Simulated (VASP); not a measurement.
ZrS2: single point with PBE

The system is ZrS2.

```xyz
3
Lattice="3.8214 0.0000 0.0000 -1.9107 3.3094 0.0000 0.0000 0.0000 5.7397" Properties=species:S:1:pos:R:3 pbc="T T T"
Zr    0.0000    0.0000    0.0000
S     0.0000    2.2063    1.3722
S     1.9107    1.1031    4.3676
```

This cell differs from its parent crystal: epitaxial xy strain +4.0%.

| Quantity | Value |
| --- | --- |
| Program | VASP 6.6.1 |
| Task | single point |
| Functional | PBE |
| Potentials or basis | VASP PAW PBE potentials, release 64 (Zr_sv, S) |
| Cutoff | 500 eV |
| k mesh | 6 × 6 × 2 |
| Occupations | gaussian, width 0.01 eV |
| Spin | no spin polarisation |
| Dipole correction | no |
| Further INCAR settings | ALGO = Normal; EDIFF = 1e-06; NBANDS = 19 |

- Pressure: -2.4 GPa
- Largest force: 0.005 eV/Å
- Band gap on the k mesh: 1.04 eV, indirect (least direct gap 1.24 eV)

Forces in eV/Å, atoms in the order of the input:
```
Zr   0.000  0.000  0.000
S    0.000  0.000  0.005
S    0.000  0.000 -0.005
```

Stress tensor (GPa, compression positive):
```
-4.40  0.00  0.00
 0.00 -4.40  0.00
 0.00  0.00  1.71
```

Levels at points of the mesh, in eV from the valence-band top:
| k point | band 9 | band 10 | band 11 | band 12 | band 13 | band 14 | band 15 | band 16 |
| --- | --- | --- | --- | --- | --- | --- | --- | --- |
| (0.00, 0.00, 0.00) | -3.19 | -0.45 | -0.45 | 0.00 | 1.24 | 1.24 | 2.34 | 4.69 |
| (0.50, 0.00, 0.00) | -2.59 | -2.38 | -1.85 | -1.63 | 1.11 | 2.62 | 2.68 | 5.28 |
| (0.00, 0.00, 0.50) | -3.14 | -1.69 | -0.60 | -0.60 | 1.20 | 1.20 | 2.45 | 5.10 |
| (0.50, 0.00, 0.50) | -2.83 | -2.11 | -1.37 | -0.80 | 1.04 | 2.61 | 2.71 | 4.83 |

Run time: 37 s on 1 thread of AMD EPYC 7R13, with other jobs on the host, peak memory 0.14 GiB.

Caveat: the k points lie up to 0.55 Å⁻¹ apart; the cell differs from its parent crystal (epitaxial xy strain +4.0%); this functional lacks dispersion, which binds the layers, so the pressure and a relaxed spacing across them are unreliable. A k mesh can miss the band edges.
